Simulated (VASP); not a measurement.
# MgO (Fm-3m) in VASP: a series of runs

The runs below take MgO through relaxation of cell and atoms, single point, with PBEsol.

Program: VASP 6.6.1. These are calculated values, not measurements. Logs are shortened: lines on timing, memory, paths and dates and some standing lists are left out, and cuts for length are marked.

**Measured values to compare with.**

From “Electronic structure of alkaline earth and post-transition metal oxides”, 2009, arxiv:0908.1581, for a bulk crystal of MgO: band gap 7.83 eV.

How close the calculation comes is told below.

### 1 The cell of the first run

The structure is cubic, space group Fm-3m (No. 225). The conventional cell has a = 4.214 Å, b = 4.214 Å, c = 4.214 Å, α = 90.00°, β = 90.00°, γ = 90.00°. Mg (site symmetry m-3m) has 6 O at 2.11 Å within 2.8 Å. Within 2.8 Å of O (site symmetry m-3m) lie 6 Mg at 2.11 Å.

### 2 Relaxation of cell and atoms, PBEsol, target pressure 20 GPa, at which the enthalpy is minimised

Input file INCAR:

```
SYSTEM = MgO
  PREC = Accurate
  ENCUT = 600
  EDIFF = 1E-7
  ISMEAR = 0
  SIGMA = 0.01
  LREAL = .FALSE.
  LASPH = .TRUE.
  NELM = 80
  ALGO = Normal
  ISIF = 3
  LWAVE = .FALSE.
  LCHARG = .FALSE.
  GGA = PS
  IBRION = 2
  NSW = 80
  EDIFFG = -0.001
  PSTRESS = 200.0
```

Input file KPOINTS:

```
regular mesh
0
G
  10 10 10
  0 0 0
```

Input file POSCAR:

```
MgO
1.0
    0.0000000000      2.1070853427      2.1070853427
    2.1070853427      0.0000000000      2.1070853427
    2.1070853427      2.1070853427      0.0000000000
Mg O
1 1
Direct
    0.0000000000      0.0000000000      0.0000000000
    0.5000000000      0.5000000000      0.5000000000
```

Potentials or basis: VASP PAW PBE potentials, release 64 (Mg, O).

Run with:

```
$ cat potpaw_PBE.64/Mg/POTCAR potpaw_PBE.64/O/POTCAR > POTCAR
$ mpirun -np 1 vasp_std > vasp.out
```

OUTCAR:

```text
SYSTEM = MgO
   PREC = Accurate
   ENCUT = 600
   EDIFF = 1E-7
   ISMEAR = 0
   LREAL = .FALSE.
   LASPH = .TRUE.
   NELM = 80
   ISIF = 3
   GGA = PS
   IBRION = 2
   NSW = 80
   EDIFFG = -0.001
   PSTRESS = 200.0

 ion  position               nearest neighbor table
   1  0.000  0.000  0.000-   2 2.11   2 2.11   2 2.11   2 2.11   2 2.11   2 2.11
   2  0.500  0.500  0.500-   1 2.11   1 2.11   1 2.11   1 2.11   1 2.11   1 2.11

  LATTYP: Found a face centered cubic cell.
 ALAT       =     4.2141706854

  Lattice vectors:

 A1 = (   0.0000000000,   2.1070853427,   2.1070853427)
 A2 = (   2.1070853427,   0.0000000000,   2.1070853427)
 A3 = (   2.1070853427,   2.1070853427,   0.0000000000)

Analysis of symmetry for initial positions (statically):
=====================================================================
 Subroutine PRICEL returns:
 Original cell was already a primitive cell.

 Routine SETGRP: Setting up the symmetry group for a
 face centered cubic supercell.

 Subroutine GETGRP returns: Found 48 space group operations
 (whereof 48 operations were pure point group operations)
 out of a pool of 48 trial point group operations.

The static configuration has the point symmetry O_h .

Analysis of symmetry for dynamics (positions and initial velocities):
=====================================================================
 Subroutine PRICEL returns:
 Original cell was already a primitive cell.

 Routine SETGRP: Setting up the symmetry group for a
 face centered cubic supercell.

 Subroutine GETGRP returns: Found 48 space group operations
 (whereof 48 operations were pure point group operations)
 out of a pool of 48 trial point group operations.

The dynamic configuration has the point symmetry O_h .

 Subroutine INISYM returns: Found 48 space group operations
 (whereof 48 operations are pure point group operations),
 and found     1 'primitive' translations

----------------------------------------------------------------------------------------

                                     Primitive cell

  volume of cell :      18.7101

  direct lattice vectors                    reciprocal lattice vectors
     0.000000000  2.107085343  2.107085343    -0.237294613  0.237294613  0.237294613
     2.107085343  0.000000000  2.107085343     0.237294613 -0.237294613  0.237294613
     2.107085343  2.107085343  0.000000000     0.237294613  0.237294613 -0.237294613

  length of vectors
     2.979868669  2.979868669  2.979868669     0.411006325  0.411006325  0.411006325

  position of ions in fractional coordinates (direct lattice)
     0.000000000  0.000000000  0.000000000
     0.500000000  0.500000000  0.500000000

  ion indices of the primitive-cell ions
   primitive index   ion index
                 1           1
                 2           2

----------------------------------------------------------------------------------------

 KPOINTS: regular mesh

Automatic generation of k-mesh.
 Grid dimensions read from file:
 generate k-points for:   10   10   10

 Generating k-lattice:

  Cartesian coordinates                     Fractional coordinates (reciprocal lattice)
    -0.023729461  0.023729461  0.023729461     0.100000000  0.000000000  0.000000000
     0.023729461 -0.023729461  0.023729461     0.000000000  0.100000000  0.000000000
     0.023729461  0.023729461 -0.023729461     0.000000000  0.000000000  0.100000000

  Length of vectors
     0.041100633  0.041100633  0.041100633

  Shift w.r.t. Gamma in fractional coordinates (k-lattice)
     0.000000000  0.000000000  0.000000000

 Subroutine IBZKPT returns following result:
 ===========================================

 Found     47 irreducible k-points:

 Following reciprocal coordinates:
            Coordinates               Weight
  0.000000  0.000000  0.000000      1.000000
  0.100000  0.000000  0.000000      8.000000
  0.200000  0.000000  0.000000      8.000000
  0.300000  0.000000  0.000000      8.000000
  0.400000  0.000000  0.000000      8.000000
  0.500000  0.000000  0.000000      4.000000
[... 16 lines left out ...]
  0.300000  0.300000  0.000000      6.000000
  0.400000  0.300000  0.000000     24.000000
 [... further k-points ...]
   k-points           NKPTS =     47   k-points in BZ     NKDIM =     47   number of bands    NBANDS=      8
   number of dos      NEDOS =    301   number of ions     NIONS =      2
   total plane-waves  NPLWV =  13824
   dimension x,y,z NGX =    24 NGY =   24 NGZ =   24
   dimension x,y,z NGXF=    48 NGYF=   48 NGZF=   48
   ions per type =               1   1
   NGX,Y,Z   is equivalent  to a cutoff of  13.39, 13.39, 13.39 a.u.
   NGXF,Y,Z  is equivalent  to a cutoff of  26.78, 26.78, 26.78 a.u.
 SYSTEM =  MgO
   PREC   = accura    normal or accurate (medium, high low for compatibility)
   ISTART =      0    job   : 0-new  1-cont  2-samecut
   ICHARG =      2    charge: 1-file 2-atom 10-const
   ISPIN  =      1    spin polarized calculation?
   LNONCOLLINEAR =      F non collinear calculations
   LSORBIT =      F    spin-orbit coupling
   LASPH  =      T    aspherical Exc in radial PAW
   ENCUT  =  600.0 eV  44.10 Ry    6.64 a.u.   5.95  5.95  5.95*2*pi/ulx,y,z
   NELM   =     80;   NELMIN=  2; NELMDL= -5     # of ELM steps
   EDIFF  = 0.1E-06   stopping-criterion for ELM
   LREAL  =      F    real-space projection
   EDIFFG = -.1E-02   stopping-criterion for IOM
   NSW    =     80    number of steps for IOM
   IBRION =      2    ionic relax: 0-MD 1-quasi-New 2-CG
   NFREE  =      1    steps in history (QN), initial steepest desc. (CG)
   ISIF   =      3    stress and relaxation
   ISYM   =      2    0-nonsym 1-usesym 2-fastsym
   POTIM  = 0.5000    time-step for ionic-motion
   TEBEG  =    0.0;   TEEND  =   0.0 temperature during run
   PSTRESS=  200.0 pullay stress
   NELECT =       8.0000    total number of electrons
   NUPDOWN=      -1.0000    fix difference up-down
   EMIN   =  10.00;   EMAX   =-10.00  energy-range for DOS
   EFERMI =   0.00;   METHOD = LEGACY
   ISMEAR =     0;   SIGMA  =   0.01  broadening in eV -4-tet -1-fermi 0-gaus
   EFERMI_NEDOS =   21; number of points for ismear=-14 and -15
   IALGO  =     38    algorithm
   IMIX   =      4    mixing-type and parameters
     AMIX     =   0.40;   BMIX     =  1.00
     AMIX_MAG =   1.60;   BMIX_MAG =  1.00
  volume/ion in A,a.u.               =       9.36        63.13
  Fermi-wavevector in a.u.,A,eV,Ry     =   1.233330  2.330656 20.695868  1.521103
  Thomas-Fermi vector in A             =   2.368065
   LORBIT       =      0    0 simple, 1 ext, 2 COOP (PROOUT), +10 PAW based schemes
   GGA     = PS    functional components
   LHFCALC =     F    Hartree Fock is set to
   AEXX    =    0.0000 exact exchange contribution
   IVDW    =     0    specifies the selected vdW correction
   LEPSILON=     F    determine dielectric tensor
   LRPA    =     F    only Hartree local field effects (RPA)
 conjugate gradient relaxation of ions
 non-spin polarized calculation
 Gauss-broadening in eV      SIGMA  =   0.01
  energy-cutoff  :      600.00
  volume of cell :       18.71
 maximum number of plane-waves:       636
   NGX = 11   NGY = 11   NGZ = 11

--------------------------------------- Ionic step        1  -------------------------------------------

 number of electron       8.0000005 magnetization

 Free energy of the ion-electron system (eV)
  ---------------------------------------------------
  ext. energy  EPLUGINS =         0.00000000
  ---------------------------------------------------
  free energy    TOTEN  =       -12.51544630 eV

  energy without entropy =      -12.51544630  energy(sigma->0) =      -12.51544630

------------------------ aborting loop because EDIFF is reached ----------------------------------------

  FORCE on cell =-STRESS in cart. coord.  units (eV):
  Direction    XX          YY          ZZ          XY          YZ          ZX
  --------------------------------------------------------------------------------------
  -------------------------------------------------------------------------------------
  Total       -0.0837846     -0.0837846     -0.0837846      0.0000000     -0.0000000      0.0000000
  in kB       -7.1746156     -7.1746156     -7.1746156      0.0000000     -0.0000000      0.0000000
  external PRESSURE =    -207.1746156 kB  Pullay stress =     200.0000000 kB
[... 175 lines left out ...]
  enthalpy is  TOTEN    =       -10.3113964507 eV   P V=        2.1040991104

--------------------------------------- Ionic step        6  -------------------------------------------

 number of electron       7.9999998 magnetization

 Free energy of the ion-electron system (eV)
  ---------------------------------------------------
  ext. energy  EPLUGINS =         0.00000000
  ---------------------------------------------------
  free energy    TOTEN  =       -12.41357146 eV

  energy without entropy =      -12.41357146  energy(sigma->0) =      -12.41357146

 E-fermi :   3.9928     XC(G=0): -11.8222

 val. band max:        3.8895238530   @ k =   0.0000   0.0000   0.0000
 cond. band min:       9.5971644364   @ k =   0.0000   0.0000   0.0000
 fundamental gap:      5.7076405833
 Fermi energy:         3.9927583660

 k-point     1 :       0.0000    0.0000    0.0000
  band No.  band energies     occupation
      1     -13.8882      2.00000
      2       3.8895      2.00000
      3       3.8895      2.00000
      4       3.8895      2.00000
      5       9.5972      0.00000
      6      20.0955      0.00000
      7      20.0955      0.00000
      8      20.0955      0.00000
[... 243 lines left out ...]
 k-point    24 :       0.4000    0.3000    0.0000
  band No.  band energies     occupation
      1     -12.3673      2.00000
      2      -0.0929      2.00000
      3       2.4070      2.00000
      4       2.6590      2.00000
      5      13.9327      0.00000
      6      14.6942      0.00000
      7      18.5071      0.00000
      8      23.3273      0.00000

 [... further k-points ...]
[... 5 lines left out ...]
  --------------------------------------------------------------------------------------
  -------------------------------------------------------------------------------------
  Total        2.1019072      2.1019072      2.1019072      0.0000000      0.0000000      0.0000000
  in kB      199.9755203    199.9755203    199.9755203      0.0000000      0.0000000      0.0000000
  external PRESSURE =      -0.0244797 kB  Pullay stress =     200.0000000 kB
[... 17 lines left out ...]
  FREE ENERGIE OF THE ION-ELECTRON SYSTEM (eV)
  ---------------------------------------------------
  free  energy   TOTEN  =       -12.4135714570 eV

  energy  without entropy=      -12.4135714570  energy(sigma->0) =      -12.41357146

  enthalpy is  TOTEN    =       -10.3114069481 eV   P V=        2.1021645089

 reached required accuracy - stopping structural energy minimisation
```

It took 12 s on 1 thread of Intel Xeon 6975P-C (Granite Rapids), shared host; peak memory 0.15 GiB.

What came out:

| Quantity | Value |
| --- | --- |
| Free energy | -12.4136 eV |
| Relaxed volume | 8.42 Å³/atom |
| Relaxed cell | a = 2.877 Å, b = 2.877 Å, c = 2.877 Å, α = 60.00°, β = 60.00°, γ = 60.00° |
| Space group after relaxing (to 0.05 Å) | Fm-3m (No. 225) |
| Energy change on relaxing (the enthalpy is what falls) | +50.9 meV/atom |
| Ionic steps | 6 |
| Pressure after relaxing | 20.0 GPa |
| Band gap on the k mesh | 5.71 eV, direct |

Step by step:
| step | energy change (eV) | largest force (eV/Å) | pressure (GPa) | volume (Å³) |
| --- | --- | --- | --- | --- |
| 1 | 0.0000 | 0.0000 | -0.72 | 18.71 |
| 2 | 0.3288 | 0.0000 | 40.95 | 15.62 |
| 3 | 0.1001 | 0.0000 | 19.80 | 16.85 |
| 4 | 0.1046 | 0.0000 | 20.32 | 16.82 |
| 5 | 0.1000 | 0.0000 | 19.78 | 16.86 |
| 6 | 0.1019 | 0.0000 | 20.00 | 16.84 |

Final structure:
```xyz
2
Lattice="0.0000 2.0344 2.0344 2.0344 0.0000 2.0344 2.0344 2.0344 0.0000" Properties=species:S:1:pos:R:3 pbc="T T T"
Mg    0.0000    0.0000    0.0000
O     2.0344    2.0344    2.0344
```

Caveat: the cell is relaxed towards a set pressure, so the enthalpy falls and the energy may rise; the PAW data sets were made with another functional, which shifts forces and pressure a little.

### 3 Single point, PBEsol

Input file INCAR:

```
PREC = Accurate
ENCUT = 520
EDIFF = 1E-6
ISMEAR = 0
SIGMA = 0.05
LREAL = F
LASPH = T
NELM = 100
ALGO = Normal
ISIF = 2
LWAVE = F
LCHARG = T
GGA = PS
LELF = T
LVHAR = T
NBANDS = 11
```

Input file KPOINTS:

```
regular mesh
0
Gamma
  10 10 10
```

Input file POSCAR:

```
MgO
1.0
    0.0000000000      2.1071057205      2.1071057205
    2.1071057205      0.0000000000      2.1071057205
    2.1071057205      2.1071057205      0.0000000000
Mg O
1 1
Direct
    0.0000000000      0.0000000000      0.0000000000
    0.5000000000      0.5000000000      0.5000000000
```

Potentials or basis: VASP PAW PBE potentials, release 64 (Mg, O).

Run with:

```
$ cat potpaw_PBE.64/Mg/POTCAR potpaw_PBE.64/O/POTCAR > POTCAR
$ mpirun -np 1 vasp_std > vasp.out
```

Wall time 7.3 s (1 thread of Intel Xeon Platinum 8259CL at 2.50GHz (Skylake/Cascade Lake), shared host); peak memory 0.14 GiB.

Results (log left out):

```yaml
Free_energy: -12.5125 eV
Pressure: -0.5 GPa
Band_gap_on_the_k_mesh: 4.62 eV, direct
```

Levels at points of the mesh, in eV from the valence-band top:
| k point | band 1 | band 2 | band 3 | band 4 | band 5 | band 6 | band 7 | band 8 | band 9 |
| --- | --- | --- | --- | --- | --- | --- | --- | --- | --- |
| (0.00, 0.00, 0.00) | -17.20 | 0.00 | 0.00 | 0.00 | 4.62 | 15.62 | 15.62 | 15.62 | 19.46 |
| (0.50, 0.00, 0.00) | -15.89 | -4.67 | -0.66 | -0.66 | 7.73 | 12.49 | 16.16 | 16.16 | 20.74 |
| (0.50, 0.50, 0.00) | -15.62 | -4.14 | -1.36 | -1.36 | 8.92 | 9.86 | 12.96 | 18.82 | 18.82 |

Caveat: the PAW data sets were made with another functional, which shifts forces and pressure a little.

### 4 Single point, PBEsol

This run uses another cell than the first one: it holds 8 atoms, not 2.

Input file INCAR:

```
SYSTEM = MgO
PREC = Accurate
ENCUT = 520
EDIFF = 1E-6
ISMEAR = 0
SIGMA = 0.05
LREAL = .FALSE.
LASPH = .TRUE.
NELM = 60
ALGO = Normal
ISIF = 2
LWAVE = .FALSE.
LCHARG = .FALSE.
GGA = PS
NBANDS = 26
```

Input file KPOINTS:

```
Automatic mesh
0
G
  6 6 6
  0 0 0
```

Input file POSCAR:

```
MgO
1.0
    4.2142114411      0.0000000000      0.0000000000
    0.0000000000     -4.2142114411      0.0000000000
    0.0000000000      0.0000000000     -4.2142114411
Mg O
4 4
Direct
    0.0000000000      0.0000000000      0.0000000000
    0.5000000000      0.5000000000      0.0000000000
    0.5000000000      0.0000000000      0.5000000000
    0.0000000000      0.5000000000      0.5000000000
    0.5000000000      0.0000000000      0.0000000000
    0.0000000000      0.5000000000      0.0000000000
    0.0000000000      0.0000000000      0.5000000000
    0.5000000000      0.5000000000      0.5000000000
```

Run with:

```
$ cat potpaw_PBE.64/Mg/POTCAR potpaw_PBE.64/O/POTCAR > POTCAR
$ mpirun -np 1 vasp_std > vasp.out
```

It took 23 s on 1 thread of Intel Xeon Platinum 8259CL at 2.50GHz (Skylake/Cascade Lake), shared host; peak memory 0.18 GiB.

Results (log left out):

```
Free energy            : -50.0498 eV
Pressure               : -0.6 GPa
Band gap on the k mesh : 4.62 eV
```

Levels at points of the mesh, in eV from the valence-band top:
```tsv
k point	band 13	band 14	band 15	band 16	band 17	band 18	band 19	band 20
(0.00, 0.00, 0.00)	-1.36	0.00	0.00	0.00	4.62	8.92	8.92	8.92
(0.50, 0.00, 0.00)	-0.75	-0.75	-0.75	-0.75	7.97	7.97	10.96	10.96
(0.50, 0.50, 0.00)	-0.66	-0.66	-0.66	-0.66	9.35	9.35	9.35	9.35
(0.50, 0.50, 0.50)	-0.66	-0.66	-0.66	-0.66	7.73	7.73	7.73	7.73
```

Caveat: the PAW data sets were made with another functional, which shifts forces and pressure a little. PBEsol gaps usually lie below the measured ones, often by a third to a half.

### 5 Overview

```tsv
task	cell	k mesh	cutoff (eV)	smearing	gap on the mesh (eV)	pressure (GPa)
relaxation of cell and atoms	relaxed to 20 GPa from a = 2.980 Å, angles 60.0°, 2 atoms	10 × 10 × 10	600	gaussian 0.01 eV	5.71	20.0
single point	a = 2.980 Å, angles 60.0°, 2 atoms	10 × 10 × 10	520	gaussian 0.05 eV	4.62	-0.5
single point	a = 4.214 Å, 8 atoms	6 × 6 × 6	520	gaussian 0.05 eV	4.62	-0.6
```

Alike in all rows: level PBEsol; potentials or basis VASP PAW PBE potentials, release 64 (Mg, O); no spin polarisation.

Caveats: the PAW data sets were made with another functional, which shifts forces and pressure a little; the cell is relaxed towards a set pressure, so the enthalpy falls and the energy may rise (some runs).

Total energies depend on the potentials used, so only differences within one code and one set of settings carry meaning.

### 6 How close it comes

Step 3. A measured gap of MgO is 7.83 eV (quoted in “Electronic structure of alkaline earth and post-transition metal oxides”, 2009, arxiv:0908.1581); the calculated 4.62 eV misses it by -3.21 eV. The value is that of PBEsol, without temperature or zero-point motion. Semilocal functionals fall short of measured gaps as a rule.
